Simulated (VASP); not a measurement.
Wanted: the native input for a VASP 6.6.1 run.

- Task: single point
- Functional: LDA
- Potentials or basis: VASP PAW LDA potentials, release 64 (Si)
- Cutoff: 520 eV
- k mesh: 10 × 10 × 10
- Occupations: gaussian, width 0.03 eV
- Spin: no spin polarisation
- Dipole correction: no
- Further INCAR settings: ALGO = Normal; EDIFF = 1e-06; NBANDS = 16

The structure of Si lies in POSCAR:

```
Si
1.0
   -3.3010168807      3.3010168807      1.9082539665
    3.3010168807     -3.3010168807      1.9082539665
    3.3010168807      3.3010168807     -1.9082539665
Si
4
Direct
    0.1697573290      0.1788454376      0.3486027666
    0.8120664538      0.8211545624      0.6332210162
    0.1879335462      0.8211545624      0.0090881086
    0.8302426710      0.1788454376      0.0090881086
```

This cell differs from its parent crystal: atoms displaced along a vibrational mode.

One way to write it, as run:

INCAR

```
SYSTEM = Si
PREC = Accurate
ENCUT = 520
EDIFF = 1E-6
ISMEAR = 0
SIGMA = 0.03
LREAL = .False.
LASPH = .True.
NELM = 100
ALGO = Normal
ISIF = 2
LWAVE = .False.
LCHARG = .True.
GGA = CA
LELF = .True.
LVHAR = .True.
NBANDS = 16
```

KPOINTS

```
Automatic mesh
0
Gamma
  10 10 10
  0 0 0
```

Potentials or basis: VASP PAW LDA potentials, release 64 (Si).

The run is started by

```bash
$ cat potpaw_LDA.64/Si/POTCAR > POTCAR
$ mpirun -np 1 vasp_std > vasp.out
```

It gave:

| Quantity | Value |
| --- | --- |
| Pressure | 0.6 GPa |
| Largest force | 1.245 eV/Å |
| Band gap on the k mesh | 0.16 eV (least direct gap 0.29 eV) |

Caveat: the cell differs from its parent crystal (atoms displaced along a vibrational mode); forces of over 1 eV/Å act on the atoms, so gaps and moduli don't describe the material at rest.

It took 2.3 min on 1 thread of Intel(R) Xeon(R) 6975P-C (Granite Rapids), on a shared host, peak memory 0.29 GiB.
